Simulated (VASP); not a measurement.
# Nb (I4/mmm) in VASP: a series of runs

Nb is run at these levels: r2SCAN; tasks: single point.

Everything below comes from runs of VASP 6.6.1. Logs are shortened: lines on timing, memory, paths and dates and some standing lists are left out, and cuts for length are marked.

## Step 1: The cell of the first run

It takes space group I4/mmm (No. 139, tetragonal). Conventional cell: a = 3.111 Å, b = 3.111 Å, c = 4.568 Å, α = 90.00°, β = 90.00°, γ = 90.00°. Within 4.1 Å of Nb (site symmetry 4/mmm) lie 12 Nb at 3.11 to 3.17 Å.

## Step 2: Single point, r2SCAN (strain +0.040 along x and y, +0.080 along z)

The input, POSCAR:

```
Nb
1.0
    0.0000000000      2.1996000000      2.2842000000
    2.1996000000      0.0000000000      2.2842000000
    2.1996000000      2.1996000000      0.0000000000
Nb
1
Direct
    0.0000000000      0.0000000000      0.0000000000
```

The input, INCAR.step1:

```
SYSTEM = Nb
PREC = Accurate
ENCUT = 520
ISMEAR = 0
SIGMA = 0.15
LREAL = .FALSE.
LASPH = .TRUE.
NELM = 100
NBANDS = 12
GGA = PE
ALGO = Normal
EDIFF = 1E-4
LWAVE = .TRUE.
LCHARG = .FALSE.
```

The input, INCAR.step2:

```
SYSTEM = Nb
PREC = Accurate
ENCUT = 520
EDIFF = 1E-6
ISMEAR = 0
SIGMA = 0.15
LREAL = .FALSE.
LASPH = .TRUE.
NELM = 100
ALGO = Normal
ISIF = 2
LWAVE = .FALSE.
LCHARG = .FALSE.
METAGGA = R2SCAN
LMIXTAU = .TRUE.
NBANDS = 12
ISTART = 1
```

The input, KPOINTS:

```
regular mesh
0
G
  20 20 20
  0 0 0
```

Potentials or basis: VASP PAW PBE potentials, release 64 (Nb_sv).

On the command line:

```
$ cat potpaw_PBE.64/Nb_sv/POTCAR > POTCAR
$ cp INCAR.step1 INCAR
$ mpirun -np 1 vasp_std > vasp.out
$ cp INCAR.step2 INCAR
$ mpirun -np 1 vasp_std > vasp.out
```

OUTCAR:

```text
SYSTEM = Nb
   PREC = Accurate
   ENCUT = 520
   EDIFF = 1E-6
   ISMEAR = 0
   LREAL = .FALSE.
   LASPH = .TRUE.
   NELM = 100
   ISIF = 2
   METAGGA = R2SCAN
   ISTART = 1

 ion  position               nearest neighbor table
   1  0.000  0.000  0.000-

  LATTYP: Found a body centered tetragonal cell.
 ALAT       =     3.1107041518
 C/A-ratio  =     1.4686063917

  Lattice vectors:

 A1 = (  -2.1996000000,   0.0000000000,   2.2842000000)
 A2 = (   2.1996000000,   0.0000000000,   2.2842000000)
 A3 = (   0.0000000000,   2.1996000000,  -2.2842000000)

Analysis of symmetry for initial positions (statically):
=====================================================================
 Subroutine PRICEL returns:
 Original cell was already a primitive cell.

 Routine SETGRP: Setting up the symmetry group for a
 body centered tetragonal supercell.

 Subroutine GETGRP returns: Found 16 space group operations
 (whereof 16 operations were pure point group operations)
 out of a pool of 16 trial point group operations.

The static configuration has the point symmetry D_4h.

Analysis of symmetry for dynamics (positions and initial velocities):
=====================================================================
 Subroutine PRICEL returns:
 Original cell was already a primitive cell.

 Routine SETGRP: Setting up the symmetry group for a
 body centered tetragonal supercell.

 Subroutine GETGRP returns: Found 16 space group operations
 (whereof 16 operations were pure point group operations)
 out of a pool of 16 trial point group operations.

The dynamic configuration has the point symmetry D_4h.

 Subroutine INISYM returns: Found 16 space group operations
 (whereof 16 operations are pure point group operations),
 and found     1 'primitive' translations

----------------------------------------------------------------------------------------

                                     Primitive cell

  volume of cell :      22.1030

  direct lattice vectors                    reciprocal lattice vectors
     0.000000000  2.199600000  2.284200000    -0.227314057  0.227314057  0.218895018
     2.199600000  0.000000000  2.284200000     0.227314057 -0.227314057  0.218895018
     2.199600000  2.199600000  0.000000000     0.227314057  0.227314057 -0.218895018

  length of vectors
     3.171089687  3.171089687  3.110704152     0.388919516  0.388919516  0.388919516

  position of ions in fractional coordinates (direct lattice)
     0.000000000  0.000000000  0.000000000

  ion indices of the primitive-cell ions
   primitive index   ion index
                 1           1

----------------------------------------------------------------------------------------

 KPOINTS: regular mesh

Automatic generation of k-mesh.
 Grid dimensions read from file:
 generate k-points for:   20   20   20

 Generating k-lattice:

  Cartesian coordinates                     Fractional coordinates (reciprocal lattice)
    -0.011365703  0.011365703  0.010944751     0.050000000 -0.000000000  0.000000000
     0.011365703 -0.011365703  0.010944751    -0.000000000  0.050000000  0.000000000
     0.011365703  0.011365703 -0.010944751     0.000000000  0.000000000  0.050000000

  Length of vectors
     0.019445976  0.019445976  0.019445976

  Shift w.r.t. Gamma in fractional coordinates (k-lattice)
     0.000000000  0.000000000  0.000000000

 Subroutine IBZKPT returns following result:
 ===========================================

 Found    641 irreducible k-points:

 Following reciprocal coordinates:
            Coordinates               Weight
  0.000000  0.000000  0.000000      1.000000
  0.050000  0.000000  0.000000      8.000000
  0.100000  0.000000  0.000000      8.000000
  0.150000  0.000000  0.000000      8.000000
  0.200000  0.000000  0.000000      8.000000
  0.250000  0.000000  0.000000      8.000000
[... 16 lines left out ...]
 -0.400000  0.050000  0.000000      8.000000
 -0.350000  0.050000  0.000000      8.000000
 [... further k-points ...]
   k-points           NKPTS =    641   k-points in BZ     NKDIM =    641   number of bands    NBANDS=     12
   number of dos      NEDOS =    301   number of ions     NIONS =      1
   total plane-waves  NPLWV =  13824
   dimension x,y,z NGX =    24 NGY =   24 NGZ =   24
   dimension x,y,z NGXF=    48 NGYF=   48 NGZF=   48
   ions per type =               1
   NGX,Y,Z   is equivalent  to a cutoff of  12.58, 12.58, 12.83 a.u.
   NGXF,Y,Z  is equivalent  to a cutoff of  25.16, 25.16, 25.65 a.u.
 SYSTEM =  Nb
   PREC   = accura    normal or accurate (medium, high low for compatibility)
   ISTART =      1    job   : 0-new  1-cont  2-samecut
   ICHARG =      0    charge: 1-file 2-atom 10-const
   ISPIN  =      1    spin polarized calculation?
   LNONCOLLINEAR =      F non collinear calculations
   LSORBIT =      F    spin-orbit coupling
   LASPH  =      T    aspherical Exc in radial PAW
   ENCUT  =  520.0 eV  38.22 Ry    6.18 a.u.   5.90  5.90  5.78*2*pi/ulx,y,z
   NELM   =    100;   NELMIN=  2; NELMDL=  0     # of ELM steps
   EDIFF  = 0.1E-05   stopping-criterion for ELM
   LREAL  =      F    real-space projection
   EDIFFG = 0.1E-04   stopping-criterion for IOM
   NSW    =      0    number of steps for IOM
   IBRION =     -1    ionic relax: 0-MD 1-quasi-New 2-CG
   NFREE  =      0    steps in history (QN), initial steepest desc. (CG)
   ISIF   =      2    stress and relaxation
   ISYM   =      2    0-nonsym 1-usesym 2-fastsym
   POTIM  = 0.5000    time-step for ionic-motion
   TEBEG  =    0.0;   TEEND  =   0.0 temperature during run
   PSTRESS=    0.0 pullay stress
   NELECT =      13.0000    total number of electrons
   NUPDOWN=      -1.0000    fix difference up-down
   EMIN   =  10.00;   EMAX   =-10.00  energy-range for DOS
   EFERMI =   0.00;   METHOD = LEGACY
   ISMEAR =     0;   SIGMA  =   0.15  broadening in eV -4-tet -1-fermi 0-gaus
   EFERMI_NEDOS =   21; number of points for ismear=-14 and -15
   IALGO  =     38    algorithm
   IMIX   =      4    mixing-type and parameters
     AMIX     =   0.40;   BMIX     =  1.00
     AMIX_MAG =   1.60;   BMIX_MAG =  1.00
  volume/ion in A,a.u.               =      22.10       149.16
  Fermi-wavevector in a.u.,A,eV,Ry     =   1.371636  2.592016 25.597788  1.881384
  Thomas-Fermi vector in A             =   2.497315
   LORBIT       =      0    0 simple, 1 ext, 2 COOP (PROOUT), +10 PAW based schemes
   METAGGA = R2SCAN    functional components
   LHFCALC =     F    Hartree Fock is set to
   AEXX    =    0.0000 exact exchange contribution
   IVDW    =     0    specifies the selected vdW correction
   LEPSILON=     F    determine dielectric tensor
   LRPA    =     F    only Hartree local field effects (RPA)
 non-spin polarized calculation
 Gauss-broadening in eV      SIGMA  =   0.15
  energy-cutoff  :      520.00
  volume of cell :       22.10
 maximum number of plane-waves:       612
   NGX = 11   NGY = 11   NGZ = 11

 number of electron      13.0000000 magnetization

 Free energy of the ion-electron system (eV)
  ---------------------------------------------------
  ext. energy  EPLUGINS =         0.00000000
  ---------------------------------------------------
  free energy    TOTEN  =       -24.27384607 eV

  energy without entropy =      -24.25566857  energy(sigma->0) =      -24.26475732

 E-fermi :   8.8241     XC(G=0): -12.4763

 val. band max:        8.8203660811   @ k =   0.5000   0.1500   0.0500
 cond. band min:       8.8249644507   @ k =  -0.3000   0.1000   0.0000
 fundamental gap:      0.0045983697
 Fermi energy:         8.8240596542

 k-point     1 :       0.0000    0.0000    0.0000
  band No.  band energies     occupation
      1     -48.0544      2.00000
      2     -22.9358      2.00000
      3     -22.9239      2.00000
      4     -22.9239      2.00000
      5       2.6706      2.00000
      6       8.7486      1.52299
      7       9.1855      0.00066
      8       9.1855      0.00066
      9      11.0295      0.00000
     10      11.5721      0.00000
     11      20.8838      0.00000
     12      24.7269      0.00000

 k-point     2 :       0.0500    0.0000    0.0000
  band No.  band energies     occupation
      1     -48.0518      2.00000
      2     -22.9485      2.00000
      3     -22.9330      2.00000
      4     -22.9258      2.00000
      5       2.7529      2.00000
      6       8.7536      1.49330
      7       9.1530      0.00192
      8       9.2226      0.00017
      9      11.0053      0.00000
     10      11.5366      0.00000
     11      21.0425      0.00000
     12      24.6427      0.00000

 k-point     3 :       0.1000    0.0000    0.0000
  band No.  band energies     occupation
      1     -48.0443      2.00000
      2     -23.0018      2.00000
      3     -22.9431      2.00000
      4     -22.9315      2.00000
      5       2.9935      2.00000
      6       8.7070      1.73043
      7       9.1235      0.00475
      8       9.3248      0.00000
      9      10.9518      0.00000
     10      11.4461      0.00000
     11      21.4826      0.00000
     12      23.9671      0.00000
[... 286 lines left out ...]
 k-point    23 :      -0.4000    0.0500    0.0000
  band No.  band energies     occupation
      1     -47.9533      2.00000
      2     -23.6207      2.00000
      3     -23.0581      2.00000
      4     -22.9955      2.00000
      5       5.4075      2.00000
      6       8.7547      1.48672
      7       9.0493      0.03370
      8       9.3043      0.00001
      9      12.3362      0.00000
     10      12.9204      0.00000
     11      18.3251      0.00000
     12      21.0584      0.00000

 k-point    24 :      -0.3500    0.0500    0.0000
  band No.  band energies     occupation
      1     -47.9636      2.00000
      2     -23.5534      2.00000
      3     -23.0483      2.00000
      4     -22.9853      2.00000
      5       5.2979      2.00000
      6       8.5908      1.97211
      7       8.8754      0.62831
      8       9.4021      0.00000
      9      11.9593      0.00000
     10      12.5682      0.00000
     11      19.1056      0.00000
     12      21.6460      0.00000

 [... further k-points ...]
[... 5 lines left out ...]
  --------------------------------------------------------------------------------------
  -------------------------------------------------------------------------------------
  Total       -3.1473568     -3.1473568     -2.4401926      0.0000000      0.0000000      0.0000000
  in kB     -228.1418837   -228.1418837   -176.8817979      0.0000000      0.0000000      0.0000000
  external PRESSURE =    -211.0551885 kB  Pullay stress =       0.0000000 kB

 VOLUME and BASIS-vectors are now :
 -----------------------------------------------------------------------------
  energy-cutoff  :      520.00
  volume of cell :       22.10
      direct lattice vectors                 reciprocal lattice vectors
     0.000000000  2.199600000  2.284200000    -0.227314057  0.227314057  0.218895018
     2.199600000  0.000000000  2.284200000     0.227314057 -0.227314057  0.218895018
     2.199600000  2.199600000  0.000000000     0.227314057  0.227314057 -0.218895018

 POSITION                                       TOTAL-FORCE (eV/Angst)
 -----------------------------------------------------------------------------------
      0.00000      0.00000      0.00000        -0.000000      0.000000      0.000000
 -----------------------------------------------------------------------------------
    total drift:                                0.000000      0.000000      0.000000

  FREE ENERGIE OF THE ION-ELECTRON SYSTEM (eV)
  ---------------------------------------------------
  free  energy   TOTEN  =       -24.2738460661 eV

  energy  without entropy=      -24.2556685702  energy(sigma->0) =      -24.26475732
```

It took 2.6 min on 1 thread of Intel Xeon 6975P-C (Granite Rapids), shared host; peak memory 0.28 GiB.

What came out:

```yaml
Free_energy: -24.2738 eV
Pressure: -21.1 GPa
Band_gap_on_the_k_mesh: zero (an odd number of electrons rules out a gap without spin polarisation)
```

Levels at points of the mesh, in eV from the Fermi level:
| k point | band 4 | band 5 | band 6 | band 7 | band 8 | band 9 |
| --- | --- | --- | --- | --- | --- | --- |
| (0.00, 0.00, 0.00) | -31.75 | -6.15 | -0.08 | 0.36 | 0.36 | 2.21 |
| (0.50, 0.00, 0.00) | -31.83 | -3.45 | -0.08 | 0.37 | 0.77 | 3.91 |
| (0.50, 0.50, 0.00) | -31.98 | -3.40 | -2.75 | 2.37 | 4.10 | 4.37 |
| (0.50, 0.00, 0.50) | -32.01 | -3.36 | -2.77 | 3.00 | 4.01 | 4.21 |

Caveat: the cell differs from its parent crystal (strain +0.040 along x and y, +0.080 along z); the stress differs along the axes, from -23 to -18 GPa; the PAW data sets were made with another functional, which shifts forces and pressure a little.

## Step 3: Single point, r2SCAN (strain +0.080 along x and y, +0.040 along z)

The input, POSCAR:

```
Nb
1.0
    0.0000000000      2.2842000000      2.1996000000
    2.2842000000      0.0000000000      2.1996000000
    2.2842000000      2.2842000000      0.0000000000
Nb
1
Direct
    0.0000000000      0.0000000000      0.0000000000
```

The input, INCAR.step1:

```
PREC = Accurate
ENCUT = 520
ISMEAR = 0
SIGMA = 0.15
LREAL = False
LASPH = True
NELM = 100
NBANDS = 12
GGA = PE
ALGO = Normal
EDIFF = 1E-4
LWAVE = True
LCHARG = False
```

The input, INCAR.step2:

```
PREC = Accurate
ENCUT = 520
EDIFF = 1E-6
ISMEAR = 0
SIGMA = 0.15
LREAL = False
LASPH = True
NELM = 100
ALGO = Normal
ISIF = 2
LWAVE = False
LCHARG = True
METAGGA = R2SCAN
LMIXTAU = True
LELF = True
LVHAR = True
NBANDS = 12
ISTART = 1
```

The input, KPOINTS:

```
regular mesh
0
Gamma
  20 20 20
```

Potentials or basis: VASP PAW PBE potentials, release 64 (Nb_sv).

On the command line:

```
$ cat potpaw_PBE.64/Nb_sv/POTCAR > POTCAR
$ cp INCAR.step1 INCAR
$ mpirun -np 1 vasp_std > vasp.out
$ cp INCAR.step2 INCAR
$ mpirun -np 1 vasp_std > vasp.out
```

Run time: 3.1 min. Hardware: 1 thread of Intel Xeon 6975P-C (Granite Rapids), shared host; peak memory 0.28 GiB.

Results (log left out):

```yaml
Free_energy: -24.1547 eV
Pressure: -24.0 GPa
Band_gap_on_the_k_mesh: zero (an odd number of electrons rules out a gap without spin polarisation)
```

Stress tensor (GPa, compression positive):
```
-22.37   0.00   0.00
  0.00 -22.37   0.00
  0.00   0.00 -27.23
```

Levels at points of the mesh, in eV from the Fermi level:
| k point | band 3 | band 4 | band 5 | band 6 | band 7 | band 8 | band 9 | band 10 |
| --- | --- | --- | --- | --- | --- | --- | --- | --- |
| (0.00, 0.00, 0.00) | -31.87 | -31.86 | -6.04 | 0.08 | 0.08 | 0.48 | 2.13 | 2.60 |
| (0.50, 0.00, 0.00) | -31.97 | -31.93 | -3.33 | -0.06 | 0.38 | 0.69 | 3.70 | 3.88 |
| (0.50, 0.50, 0.00) | -32.13 | -32.13 | -3.17 | -2.64 | 3.05 | 3.82 | 4.15 | 4.15 |
| (0.50, 0.00, 0.50) | -32.11 | -32.06 | -3.22 | -2.60 | 2.43 | 3.85 | 4.01 | 4.28 |

Caveat: the cell differs from its parent crystal (strain +0.080 along x and y, +0.040 along z); the cell stands under tension; the PAW data sets were made with another functional, which shifts forces and pressure a little.
